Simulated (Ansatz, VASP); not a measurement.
One calculation of Ti, two programs

Contents of INCAR:

```
  PREC = Accurate
  ENCUT = 520
  EDIFF = 1E-6
  ISMEAR = 0
  SIGMA = 0.1
  LREAL = F
  LASPH = T
  NELM = 60
  ALGO = Normal
  ISIF = 2
  LWAVE = F
  LCHARG = T
  GGA = PE
  LELF = T
  LVHAR = T
  NBANDS = 12
```

Contents of KPOINTS:

```
Automatic mesh
0
Gamma
  16 16 16
```

File POSCAR:

```
Ti
1.0
    0.0000000000      2.0504218000      2.0199718000
    2.0504218000      0.0000000000      2.0199718000
    2.0504218000      2.0504218000      0.0000000000
Ti
1
Direct
    0.0000000000      0.0000000000      0.0000000000
```

Input for Ansatz:

```yaml
crystal:
  lattice:
    - [0.0, 2.0504218, 2.0199718]
    - [2.0504218, 0.0, 2.0199718]
    - [2.0504218, 2.0504218, 0.0]
  atoms:
    - { symbol: Ti, position: [0.0, 0.0, 0.0] }
basis:
  ecutwfc: 420
kpoints:
  mp_grid: { grid: [16, 16, 16] }
hamiltonian:
  xc: pbe
scf:
  occupations: { method: gaussian, width: 0.1 }
output:
  forces: true
  stress: true
  eigenvalues: true
```

Alike in both runs: task single point; functional PBE; k mesh 16 × 16 × 16; occupations gaussian, width 0.1 eV; no spin polarisation.

|  | VASP | Ansatz |
| --- | --- | --- |
| version | VASP 6.6.1 | Ansatz 0.2.0 |
| potentials or method | VASP PAW PBE potentials, release 64 (Ti_sv), cutoff 520 eV | scalar-relativistic, plane waves, PAW |
| valence electrons in the cell | 12 | 12 |

|  | VASP | Ansatz | Ansatz less VASP |
| --- | --- | --- | --- |
| gap on the k mesh at the Fermi level (eV) | none | none | - |
| pressure (GPa) | 2.3 | 2.6 | +0.31 |
| traceless stress, the component that is largest in VASP (GPa) | 0.28 | 0.28 | -0.001 |

A gap of «none» marks a metal or a gap that the smearing closes. The functional is the same, so the differences come from potentials, cutoffs and numerics.
